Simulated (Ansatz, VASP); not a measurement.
**SiO2: VASP beside Ansatz**

```
Si O
1.0
     4.19445    0.00000    0.00000
     0.00000    4.19445    0.00000
     0.00000    0.00000    2.67827
Si O
2 4
Direct
  0.00000 0.00000 0.00000
  0.50000 0.50000 0.50000
  0.30605 0.30605 0.00000
  0.19395 0.80605 0.50000
  0.69395 0.69395 0.00000
  0.80605 0.19395 0.50000
```

Alike in both runs: functional PBEsol; k mesh 6 × 6 × 8; occupations gaussian, width 0.02 eV; no spin polarisation.

Ansatz relaxed the structure, and its values are those at the end. VASP's run is a single point on that final structure, the one shown.

|  | VASP | Ansatz |
| --- | --- | --- |
| version | VASP 6.6.1 | Ansatz 0.2.0 |
| potentials or method | VASP PAW PBE potentials, release 64 (Si, O), cutoff 520 eV | scalar-relativistic, plane waves, PAW |
| valence electrons in the cell | 32 | 32 |

VASP gave:

| Item | Value |
| --- | --- |
| gap on the k mesh at the Fermi level (eV) | 5.36 |
| least direct gap on the mesh (eV) | 5.36 |
| pressure (GPa) | 0.7 |
| rms of the force components (eV/Å) | 0.016 |

Task: What did Ansatz give for the same quantities?

Result: gap on the k mesh at the Fermi level (eV): 5.36; least direct gap on the mesh (eV): 5.36; pressure (GPa): 0.0; rms of the force components (eV/Å): 0.001.

VASP's potentials were made for PBE, not for PBEsol, and Ansatz warns of the same on its side.
